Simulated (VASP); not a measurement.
## Tl4Zn: single point with PBE

The system is Tl4Zn.

```xyz
5
Lattice="0.0000 4.3930 0.0000 4.3930 0.0000 0.0000 2.1965 2.1965 -8.5504" Properties=species:S:1:pos:R:3 pbc="T T T"
Zn    0.0000    0.0000    0.0000
Tl    2.1965    4.3930   -4.2752
Tl    4.3930    2.1965   -4.2752
Tl    2.1965    2.1965   -1.5714
Tl    4.3930    4.3930   -6.9790
```

```
Program             : VASP 6.6.1
Task                : single point
Functional          : PBE
Potentials or basis : VASP PAW PBE potentials, release 64 (Zn, Tl_d)
Cutoff              : 520 eV
k mesh              : 7 × 7 × 7
Occupations         : fermi-dirac, width 0.1 eV
Spin                : no spin polarisation
```

| Item | Value |
| --- | --- |
| Pressure | 0.0 GPa |
| Band gap on the k mesh | zero (bands 32 and 33 overlap by 2.60 eV) |

Forces in eV/Å, atoms in the order of the input:
```
Zn   0.000  0.000  0.000
Tl   0.000  0.000  0.000
Tl   0.000  0.000  0.000
Tl   0.000  0.000 -0.003
Tl   0.000  0.000  0.003
```

Levels at points of the mesh, in eV from the Fermi level:
```tsv
k point	band 29	band 30	band 31	band 32	band 33	band 34	band 35	band 36
(0.00, 0.00, 0.00)	-2.00	-1.17	0.22	0.22	0.64	1.50	1.50	2.21
```

Run time: 4 min on 1 thread of AMD EPYC 7R43 64-Core Processor (Zen 3), on a shared host, peak memory 0.37 GiB.

Caveat: spin-orbit coupling is left out, which moves the levels of the heavy elements.
